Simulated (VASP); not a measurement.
## B7C: relaxation of cell and atoms with PBE

B7C:

```xyz
8
Lattice="-2.3229 2.3229 2.3229 2.3229 -2.3229 2.3229 2.3229 2.3229 -2.3229" Properties=species:S:1:pos:R:3 pbc="T T T"
B     2.3229    0.0000    0.0000
B     0.0000    0.0000    2.3229
B     0.0000    2.3229    0.0000
B     1.1615    1.1615   -1.1615
B     1.1615   -1.1615    1.1615
B    -1.1615    1.1615    1.1615
B     1.1615    1.1615    1.1615
C     0.0000    0.0000    0.0000
```

```json
{"Program": "VASP 6.6.1", "Task": "relaxation of cell and atoms", "Functional": "PBE", "Potentials or basis": "VASP PAW PBE potentials, release 64 (B, C)", "Cutoff": "600 eV", "k mesh": "12 × 12 × 12", "Occupations": "gaussian, width 0.1 eV", "Spin": "no spin polarisation", "Dipole correction": "no", "Further INCAR settings": "ALGO = Normal; EDIFF = 1e-07; IBRION = 2; EDIFFG = -0.01; NSW = 100; ISIF = 3"}
```

| Item | Value |
| --- | --- |
| Relaxed volume | 6.28 Å³/atom |
| Relaxed cell | a = 4.027 Å, b = 4.027 Å, c = 4.027 Å, α = 109.47°, β = 109.47°, γ = 109.47° |
| Space group after relaxing (to 0.05 Å) | Im-3m (No. 229) |
| Energy gained by relaxing | 0.0 meV/atom |
| Ionic steps | 2 |
| Pressure after relaxing | -0.1 GPa |

Step by step:
```
step  energy change (eV)  largest force (eV/Å)  pressure (GPa)  volume (Å³)
   1              0.0000                0.0000            0.41        50.14
   2             -0.0001                0.0000           -0.09        50.26
```

Final structure:
```cif
data_structure
_symmetry_space_group_name_H-M 'P 1'
_symmetry_Int_Tables_number 1
_cell_length_a 4.0266
_cell_length_b 4.0266
_cell_length_c 4.0266
_cell_angle_alpha 109.471
_cell_angle_beta 109.471
_cell_angle_gamma 109.471
_cell_volume 50.26
loop_
_atom_site_label
_atom_site_type_symbol
_atom_site_fract_x
_atom_site_fract_y
_atom_site_fract_z
_atom_site_occupancy
B1 B 0.00000 0.50000 0.50000 1
B2 B 0.50000 0.50000 0.00000 1
B3 B 0.50000 0.00000 0.50000 1
B4 B 0.00000 0.00000 0.50000 1
B5 B 0.00000 0.50000 0.00000 1
B6 B 0.50000 0.00000 0.00000 1
B7 B 0.50000 0.50000 0.50000 1
C1 C 0.00000 0.00000 0.00000 1
```

Levels at points of the mesh, in eV from the Fermi level:
```
           k point  band 9  band 10  band 11  band 12  band 13  band 14  band 15  band 16  band 17
(0.00, 0.00, 0.00)   -4.38    -4.38    -4.34    -4.34    -4.34     0.14     0.14     0.14     7.17
(0.50, 0.00, 0.00)   -3.73    -3.03    -0.42     0.79     0.82     0.89     0.90     1.88     2.60
(0.50, 0.50, 0.50)   -2.83    -2.16    -2.16    -2.16     0.15     2.67     4.47     4.47     4.47
```

Wall time 66 s on 1 thread of Intel(R) Xeon(R) Platinum 8259CL CPU @ 2.50GHz (Skylake/Cascade Lake), on a shared host, peak memory 0.21 GiB.
